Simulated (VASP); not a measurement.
# PbSe (Pm-3m) in VASP: further runs, part 2 of 2

VASP 6.6.1.

## Step 3: Relaxation of cell and atoms, r2SCAN

This run uses another cell than the first one, of 27.01 Å³/atom, 1.010 times its volume.

Contents of POSCAR:

```
PbSe
1.0
    3.7803923237      0.0000000000      0.0000000000
    0.0000000000      3.7803923237      0.0000000000
    0.0000000000      0.0000000000      3.7803923237
Pb Se
1 1
Direct
    0.0000000000      0.0000000000      0.0000000000
    0.5000000000      0.5000000000      0.5000000000
```

Contents of INCAR.step1:

```
SYSTEM = PbSe
ALGO     = Normal         ! electronic algorithm
EDIFF    = 1E-4           ! SCF threshold, eV
ENCUT    = 600            ! plane-wave cutoff, eV
GGA      = PE             ! functional
ISMEAR   = -1             ! smearing method
LASPH    = .TRUE.         ! aspherical terms in the spheres
LCHARG   = .FALSE.        ! write CHGCAR
LREAL    = .FALSE.        ! projectors in reciprocal space
LWAVE    = .TRUE.         ! write WAVECAR
NELM     = 100            ! most SCF steps
PREC     = Accurate       ! precision mode
SIGMA    = 0.02           ! smearing width, eV
```

Contents of INCAR.step2:

```
SYSTEM = PbSe
ALGO     = Normal         ! electronic algorithm
EDIFF    = 1E-6           ! SCF threshold, eV
EDIFFG   = -0.005         ! ionic threshold
ENCUT    = 600            ! plane-wave cutoff, eV
IBRION   = 2              ! ionic algorithm
ISIF     = 3              ! what is computed and relaxed
ISMEAR   = -1             ! smearing method
ISTART   = 1            
LASPH    = .TRUE.         ! aspherical terms in the spheres
LCHARG   = .FALSE.        ! write CHGCAR
LMIXTAU  = .TRUE.       
LREAL    = .FALSE.        ! projectors in reciprocal space
LWAVE    = .FALSE.        ! write WAVECAR
METAGGA  = R2SCAN         ! meta-GGA
NELM     = 100            ! most SCF steps
NSW      = 80             ! ionic steps
PREC     = Accurate       ! precision mode
SIGMA    = 0.02           ! smearing width, eV
```

Contents of KPOINTS:

```
k-points
0
G
  6 6 6
  0 0 0
```

Potentials or basis: VASP PAW PBE potentials, release 64 (Pb_d, Se).

Launch:

```console
cat potpaw_PBE.64/Pb_d/POTCAR potpaw_PBE.64/Se/POTCAR > POTCAR
cp INCAR.step1 INCAR
mpirun -np 1 vasp_std > vasp.out
cp INCAR.step2 INCAR
mpirun -np 1 vasp_std > vasp.out
```

OUTCAR:

```text
SYSTEM = PbSe
   EDIFF = 1E-6
   EDIFFG = -0.005
   ENCUT = 600
   IBRION = 2
   ISIF = 3
   ISMEAR = -1
   ISTART = 1
   LASPH = .TRUE.
   LREAL = .FALSE.
   METAGGA = R2SCAN
   NELM = 100
   NSW = 80
   PREC = Accurate

 ion  position               nearest neighbor table
   1  0.000  0.000  0.000-   2 3.27   2 3.27   2 3.27   2 3.27   2 3.27   2 3.27   2 3.27   2 3.27

   2  0.500  0.500  0.500-   1 3.27   1 3.27   1 3.27   1 3.27   1 3.27   1 3.27   1 3.27   1 3.27

  LATTYP: Found a simple cubic cell.
 ALAT       =     3.7803923237

  Lattice vectors:

 A1 = (   3.7803923237,   0.0000000000,   0.0000000000)
 A2 = (   0.0000000000,   3.7803923237,   0.0000000000)
 A3 = (   0.0000000000,   0.0000000000,   3.7803923237)

Analysis of symmetry for initial positions (statically):
=====================================================================
[... 176 lines left out ...]
  in kB       -5.0550391     -5.0550391     -5.0550391      0.0000000      0.0000000     -0.0000000
  external PRESSURE =      -5.0550391 kB  Pullay stress =       0.0000000 kB
[... 59 lines left out ...]
--------------------------------------- Ionic step        3  -------------------------------------------

 number of electron      20.0000002 magnetization

 Free energy of the ion-electron system (eV)
  ---------------------------------------------------
  ext. energy  EPLUGINS =         0.00000000
  ---------------------------------------------------
  free energy    TOTEN  =       -71.40890628 eV

  energy without entropy =      -71.40789033  energy(sigma->0) =      -71.40839830

 E-fermi :   5.4452     XC(G=0): -10.5116

 val. band max:        5.4352389562   @ k =   0.1667   0.1667   0.1667
 cond. band min:       5.5691964971   @ k =   0.5000   0.3333   0.3333
 fundamental gap:      0.1339575409
 Fermi energy:         5.4452036571

 k-point     1 :       0.0000    0.0000    0.0000
  band No.  band energies     occupation
      1     -12.3475      2.00000
      2     -12.3475      2.00000
      3     -12.1894      2.00000
      4     -12.1894      2.00000
      5     -12.1894      2.00000
      6      -8.4293      2.00000
      7      -1.8437      2.00000
      8       3.7330      2.00000
      9       3.7330      2.00000
     10       3.7330      2.00000
     11      10.9712      0.00000
     12      10.9712      0.00000
     13      11.8056      0.00000
     14      11.8056      0.00000
[... 350 lines left out ...]
  FREE ENERGIE OF THE ION-ELECTRON SYSTEM (eV)
  ---------------------------------------------------
  free  energy   TOTEN  =       -71.4089062767 eV

  energy  without entropy=      -71.4078903287  energy(sigma->0) =      -71.40839830

 reached required accuracy - stopping structural energy minimisation
```

OUTCAR.step1:

```text
SYSTEM = PbSe
   EDIFF = 1E-4
   ENCUT = 600
   GGA = PE
   ISMEAR = -1
   LASPH = .TRUE.
   LREAL = .FALSE.
[... 553 lines left out ...]
      0.00000      0.00000      0.00000         0.000000      0.000000      0.000000
      1.89020      1.89020      1.89020         0.000000      0.000000      0.000000
 -----------------------------------------------------------------------------------
    total drift:                                0.000000     -0.000000     -0.000000

  FREE ENERGIE OF THE ION-ELECTRON SYSTEM (eV)
  ---------------------------------------------------
  free  energy   TOTEN  =        -7.7084527672 eV

  energy  without entropy=       -7.7064376132  energy(sigma->0) =       -7.70744519
```

OSZICAR.step1:

```text
N       E                     dE             d eps       ncg     rms          rms(c)
DAV:   1     0.165325254706E+03    0.16533E+03   -0.10644E+04   560   0.167E+03
DAV:   2     0.480544131285E+01   -0.16052E+03   -0.15709E+03   572   0.369E+02
DAV:   3    -0.786806556259E+01   -0.12674E+02   -0.12231E+02   770   0.105E+02
DAV:   4    -0.815061469427E+01   -0.28255E+00   -0.28241E+00   622   0.182E+01
DAV:   5    -0.815947021610E+01   -0.88555E-02   -0.88554E-02   748   0.330E+00    0.290E+00
DAV:   6    -0.771572117259E+01    0.44375E+00   -0.11645E+00   830   0.842E+00    0.154E+00
DAV:   7    -0.771051813467E+01    0.52030E-02   -0.12929E-01   662   0.201E+00    0.861E-01
DAV:   8    -0.771489432789E+01   -0.43762E-02   -0.51611E-02   676   0.210E+00    0.348E-01
DAV:   9    -0.771106800829E+01    0.38263E-02   -0.56213E-02   800   0.172E+00    0.242E-01
DAV:  10    -0.770839315700E+01    0.26749E-02   -0.84433E-03   778   0.645E-01    0.345E-02
DAV:  11    -0.770851937713E+01   -0.12622E-03   -0.99158E-04   572   0.192E-01    0.377E-02
DAV:  12    -0.770845276717E+01    0.66610E-04   -0.10928E-04   306   0.694E-02
   1 F= -.77084528E+01 E0= -.77074452E+01  d E =-.201515E-02
```

It took 1.9 min on 1 thread of Intel Xeon 6975P-C, shared host; peak memory 0.19 GiB.

Results:

- Free energy: -71.4089 eV
- Relaxed volume: 26.77 Å³/atom
- Relaxed cell: a = 3.769 Å, b = 3.769 Å, c = 3.769 Å, α = 90.00°, β = 90.00°, γ = 90.00°
- Space group after relaxing (to 0.05 Å): Pm-3m (No. 221)
- Energy gained by relaxing: 0.4 meV/atom
- Ionic steps: 3
- Pressure after relaxing: 0.0 GPa
- Band gap on the k mesh: zero (band 10 reaches 5.44 eV, above the bottom of band 11 at 4.88 eV)

Step by step:
| step | energy change (eV) | largest force (eV/Å) | pressure (GPa) | volume (Å³) |
| --- | --- | --- | --- | --- |
| 1 | 0.0000 | 0.0000 | -0.51 | 54.03 |
| 2 | -0.0006 | 0.0000 | 0.19 | 53.36 |
| 3 | -0.0008 | 0.0000 | 0.00 | 53.55 |

Final structure:
```cif
data_structure
_symmetry_space_group_name_H-M 'P 1'
_symmetry_Int_Tables_number 1
_cell_length_a 3.7692
_cell_length_b 3.7692
_cell_length_c 3.7692
_cell_angle_alpha 90.000
_cell_angle_beta 90.000
_cell_angle_gamma 90.000
_cell_volume 53.55
loop_
_atom_site_label
_atom_site_type_symbol
_atom_site_fract_x
_atom_site_fract_y
_atom_site_fract_z
_atom_site_occupancy
Pb1 Pb 0.00000 0.00000 0.00000 1
Se1 Se 0.50000 0.50000 0.50000 1
```

Caveat: the PAW data sets were made with another functional, which shifts forces and pressure a little; spin-orbit coupling is left out, which moves the levels of the heavy elements.
